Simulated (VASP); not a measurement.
Here is a VASP 6.6.1 calculation.

Contents of INCAR:

```
  ALGO = Normal
  EDIFF = 1E-6
  ENCUT = 520
  GGA = PE
  ISIF = 2
  ISMEAR = -1
  IVDW = 12
  LASPH = True
  LCHARG = False
  LREAL = False
  LWAVE = False
  NBANDS = 17
  NELM = 100
  PREC = Accurate
  SIGMA = 0.05
```

Contents of KPOINTS:

```
k-points
0
Gamma
  7 7 7
```

POSCAR

```
SnTe
1.0
    0.0000000000      3.1572509694      3.1572509694
    3.1572509694      0.0000000000      3.1572509694
    3.1572509694      3.1572509694      0.0000000000
Te Sn
1 1
Direct
    0.5000000000      0.5000000000      0.5000000000
    0.0000000000      0.0000000000      0.0000000000
```

Potentials or basis: VASP PAW PBE potentials, release 64 (Te, Sn_d).

Command:

```bash
$ cat potpaw_PBE.64/Te/POTCAR potpaw_PBE.64/Sn_d/POTCAR > POTCAR
$ mpirun -np 1 vasp_std > vasp.out
```

Estimate the dispersion energy per atom.

-0.398 eV.

Predict the pressure.

-0.2 GPa.

Caveat: three body term missing.
